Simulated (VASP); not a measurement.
Wanted: the native input for a VASP 6.6.1 run.

```
Task                   : single point
Functional             : PBE
Potentials or basis    : VASP PAW PBE potentials, release 64 (Ga_d, O)
Cutoff                 : 520 eV
k mesh                 : 6 × 6 × 6
Occupations            : gaussian, width 0.1 eV
Spin                   : no spin polarisation
Dipole correction      : no
Further INCAR settings : ALGO = Normal; EDIFF = 1e-06; NBANDS = 55
```

The structure of Ga2O3 lies in POSCAR:

```
Ga2O3
1.0
    2.5286557284      1.4599200655      4.5416941020
   -2.5286557284      1.4599200655      4.5416941020
    0.0000000000     -2.9198401310      4.5416941020
Ga O
4 6
Direct
    0.8557656956      0.8557656956      0.8557656956
    0.6442343044      0.6442343044      0.6442343044
    0.1442343044      0.1442343044      0.1442343044
    0.3557656956      0.3557656956      0.3557656956
    0.0531629561      0.4468370439      0.7500000000
    0.7500000000      0.0531629561      0.4468370439
    0.4468370439      0.7500000000      0.0531629561
    0.9468370439      0.5531629561      0.2500000000
    0.2500000000      0.9468370439      0.5531629561
    0.5531629561      0.2500000000      0.9468370439
```

The input as run:

INCAR

```
SYSTEM = Ga2O3
ALGO     = Normal         ! electronic algorithm
EDIFF    = 1E-6           ! SCF threshold, eV
ENCUT    = 520            ! plane-wave cutoff, eV
GGA      = PE             ! functional
ISIF     = 2              ! what is computed and relaxed
ISMEAR   = 0              ! smearing method
LASPH    = .TRUE.         ! aspherical terms in the spheres
LCHARG   = .TRUE.         ! write CHGCAR
LELF     = .TRUE.         ! ELF
LREAL    = .FALSE.        ! projectors in reciprocal space
LVHAR    = .TRUE.       
LWAVE    = .FALSE.        ! write WAVECAR
NBANDS   = 55             ! bands
NELM     = 60             ! most SCF steps
PREC     = Accurate       ! precision mode
SIGMA    = 0.1            ! smearing width, eV
```

KPOINTS

```
k-points
0
G
  6 6 6
  0 0 0
```

Potentials or basis: VASP PAW PBE potentials, release 64 (Ga_d, O).

Run with:

```console
$ cat potpaw_PBE.64/Ga_d/POTCAR potpaw_PBE.64/O/POTCAR > POTCAR
$ mpirun -np 1 vasp_std > vasp.out
```

It gave:

```
Pressure               : 1.0 GPa
Largest force          : 0.021 eV/Å
Band gap on the k mesh : 2.39 eV (least direct gap 2.63 eV)
```

Wall time 3 min on 1 thread of Intel(R) Xeon(R) Platinum 8124M CPU @ 3.00GHz (Skylake/Cascade Lake), on a shared host, peak memory 0.31 GiB.
